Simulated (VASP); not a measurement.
Wanted: the native input for a VASP 6.6.1 run.

```yaml
Task: single point
Functional: PBEsol
Potentials_or_basis: VASP PAW PBE potentials, release 64 (B, N)
Cutoff: 600 eV
k_mesh: 10 × 10 × 10
Occupations: gaussian, width 0.1 eV
Spin: no spin polarisation
Dipole_correction: no
Further_INCAR_settings: ALGO = Normal; EDIFF = 1e-06; NBANDS = 11
```

The structure of BN (Qingsongite) lies in POSCAR:

```
BN
1.0
    0.0000000000      1.6529040972      1.6529040972
    1.6529040972      0.0000000000      1.6529040972
    1.6529040972      1.6529040972      0.0000000000
B N
1 1
Direct
    0.0000000000      0.0000000000      0.0000000000
    0.2500000000      0.2500000000      0.2500000000
```

One way to write it, as run:

INCAR

```
PREC     = Accurate       # precision mode
ENCUT    = 600            # plane-wave cutoff, eV
EDIFF    = 1E-6           # SCF threshold, eV
ISMEAR   = 0              # smearing method
SIGMA    = 0.1            # smearing width, eV
LREAL    = F              # projectors in reciprocal space
LASPH    = T              # aspherical terms in the spheres
NELM     = 120            # most SCF steps
ALGO     = Normal         # electronic algorithm
ISIF     = 2              # what is computed and relaxed
LWAVE    = F              # write WAVECAR
LCHARG   = F              # write CHGCAR
GGA      = PS             # functional
NBANDS   = 11             # bands
GGA_COMPAT= F
```

KPOINTS

```
Automatic mesh
0
Gamma
  10 10 10
```

Potentials or basis: VASP PAW PBE potentials, release 64 (B, N).

Command:

```console
$ cat potpaw_PBE.64/B/POTCAR potpaw_PBE.64/N/POTCAR > POTCAR
$ mpirun -np 1 vasp_std > vasp.out
```

Results of the run:

```json
{
  "Pressure": "162.0 GPa",
  "Band gap on the k mesh": "4.52 eV, indirect (least direct gap 10.02 eV)"
}
```

Caveat: the PAW data sets were made with another functional, which shifts forces and pressure a little.

Wall time 3.3 s on 1 thread of Intel(R) Xeon(R) 6975P-C (Granite Rapids) (shared host), peak memory 0.12 GiB.
